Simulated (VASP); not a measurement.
In: relaxation of cell and atoms with LDA

The system is In.

```
In
1.0
     4.43590    0.00000    0.00000
    -2.21795    3.84161    0.00000
     0.00000    0.00000    2.64921
In
3
Direct
  0.00000 0.00000 0.00000
  0.33333 0.66667 0.50000
  0.66667 0.33333 0.50000
```

```
Program                : VASP 6.6.1
Task                   : relaxation of cell and atoms
Functional             : LDA
Potentials or basis    : VASP PAW LDA potentials, release 64 (In_d)
Cutoff                 : 600 eV
k mesh                 : 8 × 8 × 12
Occupations            : fermi-dirac, width 0.1 eV
Spin                   : no spin polarisation
Target pressure        : 90 GPa
Dipole correction      : no
Further INCAR settings : ALGO = Normal; EDIFF = 1e-06; IBRION = 2; EDIFFG = -0.005; NSW = 32; ISIF = 3
```

```json
{
 "Relaxed volume": "15.09 Å³/atom",
 "Relaxed cell": "a = 4.440 Å, b = 4.440 Å, c = 2.652 Å, α = 90.00°, β = 90.00°, γ = 120.00°",
 "Space group after relaxing (to 0.05 Å)": "P6/mmm (No. 191)",
 "Energy change on relaxing (the enthalpy is what falls)": "-21.4 meV/atom",
 "Ionic steps": "3",
 "Pressure after relaxing": "90.0 GPa"
}
```

Step by step:
```tsv
step	energy change (eV)	largest force (eV/Å)	pressure (GPa)	volume (Å³)
1	0.0000	0.0000	90.93	45.15
2	-0.3151	0.0000	86.02	45.72
3	-0.0641	0.0000	90.04	45.26
```

Final structure:
```
In
1.0
     4.43952    0.00000    0.00000
    -2.21976    3.84474    0.00000
     0.00000    0.00000    2.65154
In
3
Direct
  0.00000 0.00000 0.00000
  0.33333 0.66667 0.50000
  0.66667 0.33333 0.50000
```

Levels at points of the mesh, in eV from the Fermi level:
| k point | band 17 | band 18 | band 19 | band 20 | band 21 | band 22 |
| --- | --- | --- | --- | --- | --- | --- |
| (0.00, 0.00, 0.00) | -2.48 | -2.48 | -2.46 | -2.46 | -2.32 | -2.07 |
| (0.50, 0.00, 0.00) | -11.56 | -6.52 | -4.15 | 5.67 | 5.72 | 5.99 |
| (0.00, 0.00, 0.50) | -7.98 | 0.92 | 1.15 | 1.15 | 1.67 | 2.51 |
| (0.50, 0.00, 0.50) | -5.58 | -4.48 | -4.01 | -0.36 | -0.04 | 0.90 |

Wall time 4.4 min on 1 thread of AMD EPYC 7R13 Processor (Zen 3), with other jobs on the host, peak memory 0.17 GiB.

Caveat: the cell is relaxed towards a set pressure, so the enthalpy falls and the energy may rise; the bands computed are all filled at some k points, so no gap is given; spin-orbit coupling is left out, which moves the levels of the heavy elements.
